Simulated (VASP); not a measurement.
A run of VASP 6.6.1 is set up as follows.

Contents of INCAR:

```
SYSTEM = RbBr
PREC = Accurate ; ENCUT = 500
EDIFF = 1E-6 ; ISMEAR = 1
SIGMA = 0.06802846561497 ; LREAL = .False.
LASPH = .True. ; NELM = 120
ALGO = Normal ; ISIF = 2
LWAVE = .False. ; LCHARG = .False.
GGA = PE ; NBANDS = 15
GGA_COMPAT = .False.
```

File KPOINTS:

```
Automatic mesh
0
Gamma
  2 2 2
  0 0 0
```

Contents of POSCAR:

```
RbBr
1.0
    4.1260773000      0.0000000000      0.0000000000
    0.0000000000      4.1260773000      0.0000000000
    0.0000000000      0.0000000000      4.1260773000
Rb Br
1 1
Direct
    0.0000000000      0.0000000000      0.0000000000
    0.5000000000      0.5000000000      0.5000000000
```

Potentials or basis: VASP PAW PBE potentials, release 64 (Rb_sv, Br).

Command:

```console
$ cat potpaw_PBE.64/Rb_sv/POTCAR potpaw_PBE.64/Br/POTCAR > POTCAR
$ mpirun -np 1 vasp_std > vasp.out
```

Question: Estimate the pressure.

Answer: 2.0 GPa.

Question: Estimate the band gap on the k mesh.

Answer: 3.99 eV, indirect (least direct gap 4.15 eV).

Caveat: the k points lie up to 0.76 Å⁻¹ apart. A k mesh can miss the band edges.
